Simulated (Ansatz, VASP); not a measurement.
**One calculation of Al3GaN4, two programs**

Contents of INCAR:

```
PREC = Accurate
ENCUT = 520
EDIFF = 1E-6
ISMEAR = 0
SIGMA = 0.05
LREAL = False
LASPH = True
NELM = 80
ALGO = Normal
ISIF = 2
LWAVE = False
LCHARG = False
GGA = PS
NBANDS = 31
```

The input KPOINTS:

```
regular mesh
0
Gamma
  6 6 6
```

File POSCAR:

```
Al3GaN4
1.0
    4.5393319947      0.0808706234      0.0808706234
    0.0808706234      4.5393319947      0.0808706234
    0.0808706234      0.0808706234      4.5393319947
Al Ga N
3 1 4
Direct
    0.5000000000      0.5000000000      0.0000000000
    0.5000000000      0.0000000000      0.5000000000
    0.0000000000      0.5000000000      0.5000000000
    0.0000000000      0.0000000000      0.0000000000
    0.7447140287      0.7447140287      0.2552859713
    0.7447140287      0.2552859713      0.7447140287
    0.2552859713      0.7447140287      0.7447140287
    0.2552859713      0.2552859713      0.2552859713
```

Input for Ansatz:

```yaml
crystal:
  lattice:
    - [4.5393319947, 0.0808706234, 0.0808706234]
    - [0.0808706234, 4.5393319947, 0.0808706234]
    - [0.0808706234, 0.0808706234, 4.5393319947]
  atoms:
    - { symbol: Al, position: [0.5, 0.5, 0.0] }
    - { symbol: Al, position: [0.5, 0.0, 0.5] }
    - { symbol: Al, position: [0.0, 0.5, 0.5] }
    - { symbol: Ga, position: [0.0, 0.0, 0.0] }
    - { symbol: "N", position: [0.7447140287, 0.7447140287, 0.2552859713] }
    - { symbol: "N", position: [0.7447140287, 0.2552859713, 0.7447140287] }
    - { symbol: "N", position: [0.2552859713, 0.7447140287, 0.7447140287] }
    - { symbol: "N", position: [0.2552859713, 0.2552859713, 0.2552859713] }
basis:
  ecutwfc: 520.0
kpoints:
  mp_grid: { grid: [6, 6, 6] }
hamiltonian:
  xc: pbesol
scf:
  occupations: { method: gaussian, width: 0.05 }
output:
  forces: true
  stress: true
  eigenvalues: true
```

Change from the starting cell: equal engineering shear yz, xz and xy +0.0367, equal normal strain along x, y and z +0.0300.

Alike in both runs: task single point; functional PBEsol; k mesh 6 × 6 × 6; occupations gaussian, width 0.05 eV; no spin polarisation.

|  | VASP | Ansatz |
| --- | --- | --- |
| version | VASP 6.6.1 | Ansatz 0.2.0 |
| potentials or method | VASP PAW PBE potentials, release 64 (Al, Ga_d, N), cutoff 520 eV | scalar-relativistic, plane waves, PAW |
| valence electrons in the cell | 42 | 42 |

```tsv
	VASP	Ansatz	Ansatz less VASP
gap on the k mesh at the Fermi level (eV)	2.59	2.58	-0.009
least direct gap on the mesh (eV)	2.59	2.58	-0.009
pressure (GPa)	-14.0	-13.9	+0.11
traceless stress, the component that is largest in VASP (GPa)	-5.61	-5.56	+0.044
rms of the force components (eV/Å)	0.105	0.103	-0.0014
```

VASP's potentials were made for PBE, not for PBEsol. Atom by atom the forces differ by 0.003 eV/Å (rms over components). The functional is the same, so the differences come from potentials, cutoffs and numerics.
